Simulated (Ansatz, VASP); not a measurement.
# One calculation of Ru, two programs

Contents of INCAR:

```
SYSTEM = Ru
  ALGO = Fast
  EDIFF = 1E-6
  ENCUT = 520
  GGA = PE
  ISIF = 2
  ISMEAR = 0
  LASPH = .TRUE.
  LCHARG = .FALSE.
  LREAL = .FALSE.
  LWAVE = .FALSE.
  NBANDS = 13
  NELM = 80
  PREC = Accurate
  SIGMA = 0.15
```

The input KPOINTS:

```
k-points
0
G
  22 22 22
  0 0 0
```

File POSCAR:

```
Ru
1.0
    0.0000000000      1.9372318478      1.7932955215
    1.9372318478      0.0000000000      1.7932955215
    1.9372318478      1.9372318478      0.0000000000
Ru
1
Direct
    0.0000000000      0.0000000000      0.0000000000
```

Input for Ansatz:

```yaml
crystal:
  lattice:
    - [0.0, 1.9372318478, 1.7932955215]
    - [1.9372318478, 0.0, 1.7932955215]
    - [1.9372318478, 1.9372318478, 0.0]
  atoms:
    - { symbol: Ru, position: [0.0, 0.0, 0.0] }
basis:
  ecutwfc: 420
kpoints:
  mp_grid: { grid: [22, 22, 22] }
hamiltonian:
  xc: pbe
scf:
  occupations: { method: gaussian, width: 0.15 }
output:
  forces: true
  stress: true
  eigenvalues: true
```

Alike in both runs: task single point; functional PBE; k mesh 22 × 22 × 22; occupations gaussian, width 0.15 eV; no spin polarisation.

```csv
,VASP,Ansatz
version,VASP 6.6.1,Ansatz 0.2.0
potentials or method,"VASP PAW PBE potentials, release 64 (Ru_pv), cutoff 520 eV","scalar-relativistic, plane waves, PAW"
valence electrons in the cell,14,16
```

Ansatz gave:

* gap on the k mesh at the Fermi level (eV): none
* pressure (GPa): 9.8
* traceless stress, the component that is largest in VASP (GPa): 14.30

Question: Estimate VASP's values.

Answer: gap on the k mesh at the Fermi level (eV): none; pressure (GPa): 9.8; traceless stress, the component that is largest in VASP (GPa): 14.27.

A gap of «none» marks a metal or a gap that the smearing closes. The functional is the same, so the differences come from potentials, cutoffs and numerics. VASP's potentials hold 14 valence electrons a cell and Ansatz's 16, so a difference there can come from the potentials and not from the codes.
